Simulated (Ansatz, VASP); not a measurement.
# One calculation of In4Ge, two programs

```
In Ge
1.0
     5.49646    0.00000    0.00000
     0.00000    5.49646    0.00000
     0.00000    0.00000    5.49646
In Ge
4 1
Direct
  0.50000 0.50000 0.50000
  0.50000 0.00000 0.00000
  0.00000 0.50000 0.00000
  0.00000 0.00000 0.50000
  0.00000 0.00000 0.00000
```

Alike in both runs: functional PBE; k mesh 4 × 4 × 4; occupations gaussian, width 0.1 eV; no spin polarisation.

Ansatz relaxed the structure, and its values are those at the end. VASP's run is a single point on that final structure, the one shown.

|  | VASP | Ansatz |
| --- | --- | --- |
| version | VASP 6.6.1 | Ansatz 0.2.0 |
| potentials or method | VASP PAW PBE potentials, release 64 (In_d, Ge_d), cutoff 520 eV | scalar-relativistic, plane waves, PAW |
| valence electrons in the cell | 66 | 66 |

```tsv
	VASP	Ansatz	Ansatz less VASP
gap on the k mesh at the Fermi level (eV)	none	none	-
pressure (GPa)	0.1	0.1	+0.02
```

A gap of «none» marks a metal or a gap that the smearing closes.
